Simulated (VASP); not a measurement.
Write the native input for VASP 6.6.1 that does the following.

| Item | Value |
| --- | --- |
| Task | single point |
| Functional | PBEsol |
| Potentials or basis | VASP PAW PBE potentials, release 64 (Ag) |
| Cutoff | 520 eV |
| k mesh | 9 × 9 × 9 |
| Occupations | fermi-dirac, width 0.1 eV |
| Spin | no spin polarisation |
| Dipole correction | no |
| Further INCAR settings | ALGO = Normal; EDIFF = 1e-07; NBANDS = 12 |

The structure of Ag lies in POSCAR:

```
Ag
1.0
   -1.5102852046      1.5102852046      1.5102852046
    1.5102852046     -1.5102852046      1.5102852046
    1.5102852046      1.5102852046     -1.5102852046
Ag
1
Direct
    0.0000000000      0.0000000000      0.0000000000
```

The input as run:

INCAR

```
ALGO = Normal
EDIFF = 1E-7
ENCUT = 520
GGA = PS
ISIF = 2
ISMEAR = -1
LASPH = T
LCHARG = T
LELF = T
LREAL = F
LVHAR = T
LWAVE = F
NBANDS = 12
NELM = 100
PREC = Accurate
SIGMA = 0.1
```

KPOINTS

```
k-points
0
Gamma
  9 9 9
```

Potentials or basis: VASP PAW PBE potentials, release 64 (Ag).

Launch:

```console
$ cat potpaw_PBE.64/Ag/POTCAR > POTCAR
$ mpirun -np 1 vasp_std > vasp.out
```

It gave:

```yaml
Pressure: 39.3 GPa
```

Caveat: the PAW data sets were made with another functional, which shifts forces and pressure a little.

Wall time 11 s on 1 thread of Intel Xeon 8259CL (shared host), peak memory 0.13 GiB.
